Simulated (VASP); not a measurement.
# WSe2 in VASP: further runs

WSe2 is run at these levels: PBE+D3(BJ); tasks: single point.

All numbers are computed with VASP 6.6.1; they aren't measurements. Logs are shortened: lines on timing, memory, paths and dates and some standing lists are left out, and cuts for length are marked.

### Step 1. The cell of the first run

The cell holds a slab with vacuum, 3 atoms: a = 3.279 Å, b = 3.279 Å, c = 32.738 Å, α = 90.00°, β = 90.00°, γ = 120.00°.

### Step 2. Single point, PBE+D3(BJ)

INCAR

```
  ALGO = Normal
  DIPOL = 0.5 0.5 0.500
  EDIFF = 1E-6
  ENCUT = 520
  GGA = PE
  IDIPOL = 3
  ISIF = 2
  ISMEAR = 0
  IVDW = 12
  LASPH = True
  LCHARG = False
  LDIPOL = True
  LREAL = False
  LWAVE = False
  NBANDS = 20
  NELM = 100
  PREC = Accurate
  SIGMA = 0.1
```

KPOINTS

```
k-points
0
Gamma
  6 6 1
```

POSCAR

```
WSe2
1.0
    3.2790157229      0.0000000000      0.0000000000
   -1.6395078614      2.8397109154      0.0000000000
    0.0000000000      0.0000000000     32.7375750251
Se W
2 1
Direct
    0.3333333333      0.6666666667      0.4485486095
    0.3333333333      0.6666666667      0.5514513905
    0.6666666667      0.3333333333      0.5000000000
```

Potentials or basis: VASP PAW PBE potentials, release 64 (Se, W_sv).

Launch:

```console
$ cat potpaw_PBE.64/Se/POTCAR potpaw_PBE.64/W_sv/POTCAR > POTCAR
$ mpirun -np 1 vasp_std > vasp.out
```

OUTCAR:

```text
EDIFF = 1E-6
   ENCUT = 520
   GGA = PE
   ISIF = 2
   ISMEAR = 0
   IVDW = 12
   LASPH = True
   LREAL = False
   NELM = 100
   PREC = Accurate
 IVDW          = 12

 ion  position               nearest neighbor table
   1  0.333  0.667  0.449-   3 2.53   3 2.53   3 2.53
   2  0.333  0.667  0.551-   3 2.53   3 2.53   3 2.53
   3  0.667  0.333  0.500-   1 2.53   2 2.53   1 2.53   2 2.53   1 2.53   2 2.53

  LATTYP: Found a hexagonal cell.
 ALAT       =     3.2790157229
 C/A-ratio  =     9.9839640281

  Lattice vectors:

 A1 = (   3.2790157229,   0.0000000000,   0.0000000000)
 A2 = (  -1.6395078614,   2.8397109154,   0.0000000000)
 A3 = (   0.0000000000,   0.0000000000,  32.7375750251)

Analysis of symmetry for initial positions (statically):
=====================================================================
 Subroutine PRICEL returns:
 Original cell was already a primitive cell.

 Routine SETGRP: Setting up the symmetry group for a
 hexagonal supercell.

 Subroutine GETGRP returns: Found 12 space group operations
 (whereof 12 operations were pure point group operations)
 out of a pool of 24 trial point group operations.

The static configuration has the point symmetry D_3h.

Analysis of symmetry for dynamics (positions and initial velocities):
=====================================================================
 Subroutine PRICEL returns:
 Original cell was already a primitive cell.

 Routine SETGRP: Setting up the symmetry group for a
 hexagonal supercell.

 Subroutine GETGRP returns: Found 12 space group operations
 (whereof 12 operations were pure point group operations)
 out of a pool of 24 trial point group operations.

The dynamic configuration has the point symmetry D_3h.

 Subroutine INISYM returns: Found 12 space group operations
 (whereof 12 operations are pure point group operations),
 and found     1 'primitive' translations

----------------------------------------------------------------------------------------

                                     Primitive cell

  volume of cell :     304.8345

  direct lattice vectors                    reciprocal lattice vectors
     3.279015723  0.000000000  0.000000000     0.304969565  0.176074261  0.000000000
    -1.639507861  2.839710915  0.000000000     0.000000000  0.352148521  0.000000000
     0.000000000  0.000000000 32.737575025     0.000000000  0.000000000  0.030545940

  length of vectors
     3.279015723  3.279015723 32.737575025     0.352148521  0.352148521  0.030545940

  position of ions in fractional coordinates (direct lattice)
     0.333333333  0.666666667  0.448548610
     0.333333333  0.666666667  0.551451390
     0.666666667  0.333333333  0.500000000
[... 68 lines left out ...]
   POTIM  = 0.5000    time-step for ionic-motion
   TEBEG  =    0.0;   TEEND  =   0.0 temperature during run
   PSTRESS=    0.0 pullay stress
   NELECT =      26.0000    total number of electrons
   NUPDOWN=      -1.0000    fix difference up-down
   EMIN   =  10.00;   EMAX   =-10.00  energy-range for DOS
   EFERMI =   0.00;   METHOD = LEGACY
   ISMEAR =     0;   SIGMA  =   0.10  broadening in eV -4-tet -1-fermi 0-gaus
   EFERMI_NEDOS =   21; number of points for ismear=-14 and -15
   IALGO  =     38    algorithm
   IMIX   =      4    mixing-type and parameters
     AMIX     =   0.40;   BMIX     =  1.00
     AMIX_MAG =   1.60;   BMIX_MAG =  1.00
  volume/ion in A,a.u.               =     101.61       685.71
  Fermi-wavevector in a.u.,A,eV,Ry     =   0.720628  1.361790  7.065573  0.519305
  Thomas-Fermi vector in A             =   1.810129
   LORBIT       =      0    0 simple, 1 ext, 2 COOP (PROOUT), +10 PAW based schemes
   GGA     = PE    functional components
   LHFCALC =     F    Hartree Fock is set to
   AEXX    =    0.0000 exact exchange contribution
   IVDW    =    12    specifies the selected vdW correction
   LEPSILON=     F    determine dielectric tensor
   LRPA    =     F    only Hartree local field effects (RPA)
 non-spin polarized calculation
 Gauss-broadening in eV      SIGMA  =   0.10
  energy-cutoff  :      520.00
  volume of cell :      304.83
 maximum number of plane-waves:      8292
   NGX = 13   NGY = 13   NGZ =121

 dipolmoment           0.000000      0.000000      0.000000 electrons x Angstroem

 number of electron      25.9999997 magnetization

 dipolmoment           0.000000      0.000000     -0.000000 electrons x Angstroem

 Free energy of the ion-electron system (eV)
  ---------------------------------------------------
  ext. energy  EPLUGINS =         0.00000000
  ---------------------------------------------------
  free energy    TOTEN  =       -21.60377024 eV

  energy without entropy =      -21.60377024  energy(sigma->0) =      -21.60377024

 E-fermi :  -2.1649     XC(G=0):  -2.4901

 val. band max:       -2.8554637224   @ k =   0.3333   0.3333   0.0000
 cond. band min:      -1.2031505470   @ k =   0.1667   0.1667   0.0000
 fundamental gap:      1.6523131753
 Fermi energy:        -2.1649333656

 k-point     1 :       0.0000    0.0000    0.0000
  band No.  band energies     occupation
      1     -76.8841      2.00000
      2     -41.1371      2.00000
      3     -40.9946      2.00000
      4     -40.9946      2.00000
      5     -17.6930      2.00000
      6     -16.4441      2.00000
[... 150 lines left out ...]
     19       3.6429      0.00000
     20       5.7889      0.00000

------------------------ aborting loop because EDIFF is reached ----------------------------------------

 vacuum level on the upper side and lower side of the slab       (xc-potential included)        -0.121        -0.121

 Edisp (eV)   -1.01585

 E8    (eV) :    -0.4826

  FORCE on cell =-STRESS in cart. coord.  units (eV):
  Direction    XX          YY          ZZ          XY          YZ          ZX
  --------------------------------------------------------------------------------------
  -------------------------------------------------------------------------------------
  Total       0.33673     0.33673     0.31658     0.00000     0.00000     0.00000
  in kB       1.76983     1.76983     1.66391     0.00000     0.00000     0.00000
  external pressure =        1.73 kB  Pullay stress =        0.00 kB

 VOLUME and BASIS-vectors are now :
 -----------------------------------------------------------------------------
  energy-cutoff  :      520.00
  volume of cell :      304.83
      direct lattice vectors                 reciprocal lattice vectors
     3.279015723  0.000000000  0.000000000     0.304969565  0.176074261  0.000000000
    -1.639507861  2.839710915  0.000000000     0.000000000  0.352148521  0.000000000
     0.000000000  0.000000000 32.737575025     0.000000000  0.000000000  0.030545940

 POSITION                                       TOTAL-FORCE (eV/Angst)
 -----------------------------------------------------------------------------------
     -0.00000      1.89314     14.68439         0.000000     -0.000000     -0.097675
     -0.00000      1.89314     18.05318         0.000000     -0.000000      0.097675
      1.63951      0.94657     16.36879        -0.000000      0.000000      0.000000
 -----------------------------------------------------------------------------------
    total drift:                               -0.000000      0.000000      0.000000

  FREE ENERGIE OF THE ION-ELECTRON SYSTEM (eV)
  ---------------------------------------------------
  free  energy   TOTEN  =       -22.6196244207 eV

  energy  without entropy=      -22.6196244207  energy(sigma->0) =      -22.61962442

 vacuum level on the upper side and lower side of the slab         2.151         2.151
```

stdout:

```text
POSCAR found type information on POSCAR SeW
 POSCAR found :  2 types and       3 ions
 scaLAPACK will be used
 LDA part: xc-table for (Slater+PW92), standard interpolation
 POSCAR, INCAR and KPOINTS ok, starting setup
 FFT: planning ... GRIDC
 FFT: planning ... GRID_SOFT
 FFT: planning ... GRID
 WAVECAR not read
 entering main loop
```

Run time: 48 s. Hardware: 1 thread of Intel Xeon Platinum 8488C (Sapphire Rapids), shared host; peak memory 0.37 GiB.

Results:

```
Free energy                : -22.6196 eV
Largest force              : 0.098 eV/Å
Band gap on the k mesh     : 1.65 eV, indirect (least direct gap 1.69 eV)
Dispersion energy per atom : -0.339 eV
```

Forces on the atoms (eV/Å):
```
Se   0.000  0.000 -0.098
Se   0.000  0.000  0.098
W    0.000  0.000  0.000
```

Levels at points of the mesh, in eV from the valence-band top:
| k point | band 10 | band 11 | band 12 | band 13 | band 14 | band 15 | band 16 | band 17 |
| --- | --- | --- | --- | --- | --- | --- | --- | --- |
| (0.00, 0.00, 0.00) | -2.28 | -1.16 | -1.16 | -0.44 | 3.01 | 3.01 | 3.17 | 3.17 |
| (0.50, 0.00, 0.00) | -2.97 | -2.22 | -1.02 | -0.86 | 2.50 | 2.82 | 3.72 | 4.44 |

Caveat: spin-orbit coupling is left out, which moves the levels of the heavy elements.

### Step 3. Single point, PBE+D3(BJ)

INCAR

```
ALGO     = Normal         # electronic algorithm
DIPOL    = 0.5 0.5 0.500
EDIFF    = 1E-7           # SCF threshold, eV
ENCUT    = 520            # plane-wave cutoff, eV
GGA      = PE             # functional
IDIPOL   = 3            
ISIF     = 2              # what is computed and relaxed
ISMEAR   = 0              # smearing method
IVDW     = 12             # dispersion correction
LASPH    = T              # aspherical terms in the spheres
LCHARG   = T              # write CHGCAR
LDIPOL   = T            
LELF     = T              # ELF
LREAL    = F              # projectors in reciprocal space
LVACPOTAV= T            
LVHAR    = T            
LWAVE    = F              # write WAVECAR
NBANDS   = 20             # bands
NELM     = 80             # most SCF steps
PREC     = Accurate       # precision mode
SIGMA    = 0.02           # smearing width, eV
```

KPOINTS

```
k-points
0
Gamma
  9 9 1
```

POSCAR is that of step 2.

Potentials or basis: VASP PAW PBE potentials, release 64 (Se, W_sv).

Launch:

```console
$ cat potpaw_PBE.64/Se/POTCAR potpaw_PBE.64/W_sv/POTCAR > POTCAR
$ mpirun -np 1 vasp_std > vasp.out
```

It took 2.1 min on 1 thread of Intel Xeon Platinum 8488C (Sapphire Rapids), shared host; peak memory 0.4 GiB.

Results (log left out):

| Property | Result |
| --- | --- |
| Free energy | -22.6221 eV |
| Largest force | 0.096 eV/Å |
| Band gap on the k mesh | 1.69 eV, direct |
| Dispersion energy per atom | -0.339 eV |
| Ionisation potential of the upper face | 5.06 eV |

Forces in eV/Å, atoms in the order of the input:
```
Se   0.000  0.000 -0.096
Se   0.000  0.000  0.096
W    0.000  0.000  0.000
```

Levels at points of the mesh, in eV from the valence-band top:
```csv
k point,band 9,band 10,band 11,band 12,band 13,band 14,band 15,band 16,band 17,band 18
"(0.00, 0.00, 0.00)",-2.30,-2.28,-1.16,-1.16,-0.44,3.01,3.01,3.17,3.17,4.28
```

Caveat: spin-orbit coupling is left out, which moves the levels of the heavy elements.
